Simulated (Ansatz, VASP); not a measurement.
**Two plane-wave programs on AlN**

INCAR

```
ALGO     = Normal         # electronic algorithm
EDIFF    = 1E-6           # SCF threshold, eV
ENCUT    = 520            # plane-wave cutoff, eV
GGA      = RE             # functional
ISIF     = 2              # what is computed and relaxed
ISMEAR   = -1             # smearing method
LASPH    = T              # aspherical terms in the spheres
LCHARG   = F              # write CHGCAR
LREAL    = F              # projectors in reciprocal space
LWAVE    = F              # write WAVECAR
NBANDS   = 16             # bands
NELM     = 80             # most SCF steps
PREC     = Accurate       # precision mode
SIGMA    = 0.05           # smearing width, eV
```

KPOINTS

```
k-points
0
Gamma
  10 10 6
```

Contents of POSCAR:

```
AlN
1.0
    3.1130000000      0.0000000000      0.0000000000
   -1.5565000000      2.6959370820      0.0000000000
    0.0000000000      0.0000000000      4.9810000000
Al N
2 2
Direct
    0.6666666667      0.3333333333      0.5000000000
    0.3333333333      0.6666666667      0.0000000000
    0.6666666667      0.3333333333      0.8800000000
    0.3333333333      0.6666666667      0.3800000000
```

The input input.yaml:

```yaml
crystal:
  lattice:
    - [3.113, 0.0, 0.0]
    - [-1.5565, 2.695937082, 0.0]
    - [0.0, 0.0, 4.981]
  atoms:
    - { symbol: Al, position: [0.6666666667, 0.3333333333, 0.5] }
    - { symbol: Al, position: [0.3333333333, 0.6666666667, 0.0] }
    - { symbol: "N", position: [0.6666666667, 0.3333333333, 0.88] }
    - { symbol: "N", position: [0.3333333333, 0.6666666667, 0.38] }
hamiltonian:
  xc: revpbe
  pseudopotentials: { kind: paw }
kpoints:
  mp_grid: { grid: [10, 10, 6] }
  band_path:
    path:
      - [[0.0, 0.0, 0.0], [0.5, 0.0, 0.0], [0.3333333333, 0.3333333333, 0.0], [0.0, 0.0, 0.0], [0.0, 0.0, 0.5], [0.5, 0.0, 0.5], [0.3333333333, 0.3333333333, 0.5], [0.0, 0.0, 0.5]]
      - [[0.5, 0.0, 0.5], [0.5, 0.0, 0.0]]
      - [[0.3333333333, 0.3333333333, 0.0], [0.3333333333, 0.3333333333, 0.5]]
    npoints: 14
scf:
  occupations: { method: fermi_dirac, width: 0.05 }
  n_extra_bands: 10
output:
  forces: true
  stress: true
  eigenvalues: true
  fatbands: false
```

Alike in both runs: functional revPBE; k mesh 10 × 10 × 6; occupations fermi-dirac, width 0.05 eV; no spin polarisation.

|  | VASP | Ansatz |
| --- | --- | --- |
| version | VASP 6.6.1 | Ansatz 0.2.0 |
| potentials or method | VASP PAW PBE potentials, release 64 (Al, N) | Ansatz PAW |
| plane-wave cutoff (eV) | 520 | 420 |
| valence electrons in the cell | 16 | 16 |
| task | single point | band structure |

```tsv
	VASP	Ansatz	Ansatz less VASP
gap on the k mesh at the Fermi level (eV)	4.26	4.24	-0.022
least direct gap on the mesh (eV)	4.26	4.24	-0.022
pressure (GPa)	5.9	6.5	+0.57
traceless stress, the component that is largest in VASP (GPa)	1.03	0.98	-0.052
rms of the force components (eV/Å)	0.078	0.079	+0.0006
```

VASP's potentials were made for PBE, not for revPBE. Atom by atom the forces differ by 0.001 eV/Å (rms over components). With one functional, cell and mesh, what is left measures potentials, basis and numerics.
